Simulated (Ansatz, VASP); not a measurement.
**Eu in VASP and in Ansatz**

```
Eu
1.0
    -2.30300    2.30300    2.30300
     2.30300   -2.30300    2.30300
     2.30300    2.30300   -2.30300
Eu
1
Direct
  0.00000 0.00000 0.00000
```

Alike in both runs: task single point; functional PBE; k mesh 10 × 10 × 10; occupations fermi-dirac, width 0.05 eV; collinear spin; Hubbard terms Eu f U = 3.0 eV.

|  | VASP | Ansatz |
| --- | --- | --- |
| version | VASP 6.6.1 | Ansatz 0.2.0 |
| potentials or method | VASP PAW PBE potentials, release 64 (Eu), cutoff 520 eV | all-electron LAPW, scalar-relativistic |

```csv
,VASP,Ansatz,Ansatz less VASP
pressure (GPa),-0.8,-0.7,+0.10
net moment per atom (μB),7.38,7.40,+0.020
size of the moment on the site where the two differ most (μB),6.78,7.23,+0.458
```

Site moments also hang on the region over which each program counts them. The programs project onto different local orbitals, so the same U acts differently, and such runs can settle in different states. Ansatz ran all-electron here, and VASP with PAW potentials. Ansatz's warnings: filled band counts differ across k points.

Neither program's run includes spin-orbit coupling.
